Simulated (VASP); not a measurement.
# SnTe in VASP: further runs, part 2 of 2

VASP 6.6.1. Earlier steps stand in the parts before.

## 5. Relaxation of cell and atoms, LDA

This run uses another cell than the first one, of 31.28 Å³/atom, 1.012 times its volume.

The input, INCAR:

```
SYSTEM = SnTe
PREC = Accurate ; ENCUT = 500
EDIFF = 1E-7 ; ISMEAR = -1
SIGMA = 0.1 ; LREAL = .FALSE.
LASPH = .TRUE. ; NELM = 120
ALGO = Normal ; ISIF = 3
LWAVE = .FALSE. ; LCHARG = .FALSE.
GGA = CA ; IBRION = 2
NSW = 100 ; EDIFFG = -0.002
GGA_COMPAT = .FALSE. ; NELMIN = 4
```

The input, KPOINTS:

```
Automatic mesh
0
G
  10 10 10
  0 0 0
```

The input, POSCAR:

```
SnTe
1.0
    3.1508500000      3.1508500000      0.0000000000
   -3.1508500000      3.1508500000      0.0000000000
    0.0000000000      3.1508500000      3.1508500000
Sn Te
1 1
Direct
    0.0000000000      0.0000000000      0.0000000000
    0.5000000000      0.5000000000      0.0000000000
```

Potentials or basis: VASP PAW LDA potentials, release 64 (Sn_d, Te).

Started as:

```sh
$ cat potpaw_LDA.64/Sn_d/POTCAR potpaw_LDA.64/Te/POTCAR > POTCAR
$ mpirun -np 1 vasp_std > vasp.out
```

OUTCAR:

```text
SYSTEM = SnTe
   PREC = Accurate
   ENCUT = 500
   EDIFF = 1E-7
   ISMEAR = -1
   LREAL = .FALSE.
   LASPH = .TRUE.
   NELM = 120
   ISIF = 3
   GGA = CA
   IBRION = 2
   NSW = 100
   EDIFFG = -0.002
   NELMIN = 4

 ion  position               nearest neighbor table
   1  0.000  0.000  0.000-   2 3.15   2 3.15   2 3.15   2 3.15   2 3.15   2 3.15
   2  0.500  0.500  0.000-   1 3.15   1 3.15   1 3.15   1 3.15   1 3.15   1 3.15

  LATTYP: Found a face centered cubic cell.
 ALAT       =     6.3017000000

  Lattice vectors:

 A1 = (   0.0000000000,   3.1508500000,   3.1508500000)
 A2 = (   3.1508500000,   0.0000000000,   3.1508500000)
 A3 = (   3.1508500000,   3.1508500000,   0.0000000000)

Analysis of symmetry for initial positions (statically):
=====================================================================
 Subroutine PRICEL returns:
 Original cell was already a primitive cell.

 Routine SETGRP: Setting up the symmetry group for a
 face centered cubic supercell.

 Subroutine GETGRP returns: Found 48 space group operations
 (whereof 48 operations were pure point group operations)
 out of a pool of 48 trial point group operations.

The static configuration has the point symmetry O_h .

Analysis of symmetry for dynamics (positions and initial velocities):
=====================================================================
 Subroutine PRICEL returns:
 Original cell was already a primitive cell.

 Routine SETGRP: Setting up the symmetry group for a
 face centered cubic supercell.

 Subroutine GETGRP returns: Found 48 space group operations
 (whereof 48 operations were pure point group operations)
 out of a pool of 48 trial point group operations.

The dynamic configuration has the point symmetry O_h .

 Subroutine INISYM returns: Found 48 space group operations
 (whereof 48 operations are pure point group operations),
 and found     1 'primitive' translations

----------------------------------------------------------------------------------------

                                     Primitive cell

  volume of cell :      62.5624

  direct lattice vectors                    reciprocal lattice vectors
     3.150850000  3.150850000  0.000000000     0.158687338  0.158687338 -0.158687338
    -3.150850000  3.150850000  0.000000000    -0.158687338  0.158687338 -0.158687338
     0.000000000  3.150850000  3.150850000     0.000000000  0.000000000  0.317374677

  length of vectors
     4.455974803  4.455974803  4.455974803     0.274854533  0.274854533  0.317374677

  position of ions in fractional coordinates (direct lattice)
     0.000000000  0.000000000  0.000000000
     0.500000000  0.500000000  0.000000000

  ion indices of the primitive-cell ions
   primitive index   ion index
                 1           1
                 2           2

----------------------------------------------------------------------------------------

 KPOINTS: Automatic mesh

Automatic generation of k-mesh.
 Grid dimensions read from file:
 generate k-points for:   10   10   10

 Generating k-lattice:

  Cartesian coordinates                     Fractional coordinates (reciprocal lattice)
[... 51 lines left out ...]
   PREC   = accura    normal or accurate (medium, high low for compatibility)
   ISTART =      0    job   : 0-new  1-cont  2-samecut
   ICHARG =      2    charge: 1-file 2-atom 10-const
   ISPIN  =      1    spin polarized calculation?
   LNONCOLLINEAR =      F non collinear calculations
   LSORBIT =      F    spin-orbit coupling
   LASPH  =      T    aspherical Exc in radial PAW
   ENCUT  =  500.0 eV  36.75 Ry    6.06 a.u.   8.12  8.12  8.12*2*pi/ulx,y,z
   NELM   =    120;   NELMIN=  4; NELMDL= -5     # of ELM steps
   EDIFF  = 0.1E-06   stopping-criterion for ELM
   LREAL  =      F    real-space projection
   EDIFFG = -.2E-02   stopping-criterion for IOM
   NSW    =    100    number of steps for IOM
   IBRION =      2    ionic relax: 0-MD 1-quasi-New 2-CG
   NFREE  =      1    steps in history (QN), initial steepest desc. (CG)
   ISIF   =      3    stress and relaxation
   ISYM   =      2    0-nonsym 1-usesym 2-fastsym
   POTIM  = 0.5000    time-step for ionic-motion
   TEBEG  =    0.0;   TEEND  =   0.0 temperature during run
   PSTRESS=    0.0 pullay stress
   NELECT =      20.0000    total number of electrons
   NUPDOWN=      -1.0000    fix difference up-down
   EMIN   =  10.00;   EMAX   =-10.00  energy-range for DOS
   EFERMI =   0.00;   METHOD = LEGACY
   ISMEAR =    -1;   SIGMA  =   0.10  broadening in eV -4-tet -1-fermi 0-gaus
   EFERMI_NEDOS =   21; number of points for ismear=-14 and -15
   IALGO  =     38    algorithm
   IMIX   =      4    mixing-type and parameters
     AMIX     =   0.40;   BMIX     =  1.00
     AMIX_MAG =   1.60;   BMIX_MAG =  1.00
  volume/ion in A,a.u.               =      31.28       211.10
  Fermi-wavevector in a.u.,A,eV,Ry     =   1.119387  2.115336 17.048485  1.253028
  Thomas-Fermi vector in A             =   2.256026
   LORBIT       =      0    0 simple, 1 ext, 2 COOP (PROOUT), +10 PAW based schemes
   GGA     = CA    functional components
   LHFCALC =     F    Hartree Fock is set to
   AEXX    =    0.0000 exact exchange contribution
   IVDW    =     0    specifies the selected vdW correction
   LEPSILON=     F    determine dielectric tensor
   LRPA    =     F    only Hartree local field effects (RPA)
 conjugate gradient relaxation of ions
 non-spin polarized calculation
  energy-cutoff  :      500.00
  volume of cell :       62.56
 maximum number of plane-waves:      1639
   NGX = 17   NGY = 17   NGZ = 17

--------------------------------------- Ionic step        1  -------------------------------------------

 number of electron      20.0000011 magnetization

 Free energy of the ion-electron system (eV)
  ---------------------------------------------------
  ext. energy  EPLUGINS =         0.00000000
  ---------------------------------------------------
  free energy    TOTEN  =        -8.82555824 eV

  energy without entropy =       -8.82060302  energy(sigma->0) =       -8.82308063

------------------------ aborting loop because EDIFF is reached ----------------------------------------

  FORCE on cell =-STRESS in cart. coord.  units (eV):
  Direction    XX          YY          ZZ          XY          YZ          ZX
  --------------------------------------------------------------------------------------
  -------------------------------------------------------------------------------------
  Total       -0.5710192     -0.5710192     -0.5710192     -0.0000000     -0.0000000     -0.0000000
  in kB      -14.6233929    -14.6233929    -14.6233929     -0.0000000     -0.0000000     -0.0000000
  external PRESSURE =     -14.6233929 kB  Pullay stress =       0.0000000 kB
[... 59 lines left out ...]
--------------------------------------- Ionic step        3  -------------------------------------------

 number of electron      20.0000007 magnetization

 Free energy of the ion-electron system (eV)
  ---------------------------------------------------
  ext. energy  EPLUGINS =         0.00000000
  ---------------------------------------------------
  free energy    TOTEN  =        -8.83430394 eV

  energy without entropy =       -8.82862426  energy(sigma->0) =       -8.83146410

 E-fermi :   7.1180     XC(G=0):  -9.8733

 val. band max:        7.0586711920   @ k =   0.5000   0.0000   0.0000
 cond. band min:       7.2661463481   @ k =   0.5000   0.0000   0.0000
 fundamental gap:      0.2074751562
 Fermi energy:         7.1180492631

 k-point     1 :       0.0000    0.0000    0.0000
  band No.  band energies     occupation
      1     -14.6785      2.00000
      2     -14.6785      2.00000
      3     -14.6675      2.00000
      4     -14.6675      2.00000
      5     -14.6675      2.00000
      6      -5.9212      2.00000
      7       2.4587      2.00000
      8       4.9215      2.00000
      9       4.9215      2.00000
     10       4.9215      2.00000
     11      10.4791      0.00000
     12      10.4791      0.00000
     13      10.4791      0.00000
     14      11.8509      0.00000
[... 377 lines left out ...]
      1     -14.6920      2.00000
      2     -14.6790      2.00000
      3     -14.6660      2.00000
      4     -14.6593      2.00000
      5     -14.6573      2.00000
      6      -4.2454      2.00000
      7      -0.7255      2.00000
      8       2.1320      2.00000
      9       4.0123      2.00000
     10       4.6867      2.00000
     11       9.5969      0.00000
     12       9.8407      0.00000
     13      11.8189      0.00000
     14      12.2220      0.00000

 [... further k-points ...]

------------------------ aborting loop because EDIFF is reached ----------------------------------------

  FORCE on cell =-STRESS in cart. coord.  units (eV):
  Direction    XX          YY          ZZ          XY          YZ          ZX
  --------------------------------------------------------------------------------------
  -------------------------------------------------------------------------------------
  Total       -0.0003922     -0.0003922     -0.0003922      0.0000000      0.0000000      0.0000000
  in kB       -0.0103567     -0.0103567     -0.0103567      0.0000000      0.0000000      0.0000000
  external PRESSURE =      -0.0103567 kB  Pullay stress =       0.0000000 kB
[... 17 lines left out ...]
  FREE ENERGIE OF THE ION-ELECTRON SYSTEM (eV)
  ---------------------------------------------------
  free  energy   TOTEN  =        -8.8343039373 eV

  energy  without entropy=       -8.8286242620  energy(sigma->0) =       -8.83146410

 reached required accuracy - stopping structural energy minimisation
```

It took 50 s on 1 thread of Intel Xeon 6975P-C, shared host; peak memory 0.19 GiB.

What came out:

```yaml
Free_energy: -8.8343 eV
Relaxed_volume: 30.34 Å³/atom
Relaxed_cell: a = 4.411 Å, b = 4.411 Å, c = 4.411 Å, α = 60.00°, β = 60.00°, γ = 90.00°
Space_group_after_relaxing_to_0.05_Å: Fm-3m (No. 225)
Energy_gained_by_relaxing: 4.4 meV/atom
Ionic_steps: 3
Pressure_after_relaxing: 0.0 GPa
Band_gap_on_the_k_mesh: 0.21 eV, direct
```

The path:
```csv
step,energy change (eV),largest force (eV/Å),pressure (GPa),volume (Å³)
1,0.0000,0.0000,-1.46,62.56
2,-0.0076,0.0000,0.57,60.01
3,-0.0087,0.0000,0.00,60.68
```

Final structure:
```xyz
2
Lattice="3.1189 3.1189 0.0000 -3.1189 3.1189 0.0000 0.0000 3.1189 3.1189" Properties=species:S:1:pos:R:3 pbc="T T T"
Sn    0.0000    3.1189    3.1189
Te    0.0000    3.1189    0.0000
```

Levels at points of the mesh, in eV from the valence-band top:
| k point | band 6 | band 7 | band 8 | band 9 | band 10 | band 11 | band 12 | band 13 | band 14 |
| --- | --- | --- | --- | --- | --- | --- | --- | --- | --- |
| (0.00, 0.00, 0.00) | -12.98 | -4.60 | -2.14 | -2.14 | -2.14 | 3.42 | 3.42 | 3.42 | 4.79 |
| (0.50, 0.00, 0.00) | -11.62 | -8.48 | -1.78 | -1.78 | 0.00 | 0.21 | 0.36 | 0.36 | 7.87 |
| (0.50, 0.50, 0.00) | -11.29 | -6.51 | -5.72 | -3.81 | -3.81 | 2.12 | 5.07 | 5.07 | 6.60 |

Caveat: spin-orbit coupling is left out, which moves the levels of the heavy elements. Zero-point motion and thermal expansion aren't in these numbers.

## 6. The runs side by side

```tsv
task	cell	smearing	gap on the mesh (eV)	pressure (GPa)
single point	a = 4.454, b = 4.454, c = 4.431 Å, angles 59.8, 59.8, 90.0°, 2 atoms	gaussian 0.01 eV	0.16	-0.9
single point	a = 4.498, b = 4.498, c = 4.452 Å, angles 59.7, 59.7, 90.0°, 2 atoms	gaussian 0.01 eV	0.12	-1.7
relaxation of cell and atoms	relaxed from a = 4.456 Å, angles 60.0, 60.0, 90.0°, 2 atoms	fermi-dirac 0.1 eV	0.21	0.0
```

Alike in all rows: level LDA; potentials or basis VASP PAW LDA potentials, release 64 (Sn_d, Te); no spin polarisation; k mesh 10 × 10 × 10; cutoff (eV) 500.

Caveats: spin-orbit coupling is left out, which moves the levels of the heavy elements.

Total energies depend on the potentials used, so only differences within one code and one set of settings carry meaning.
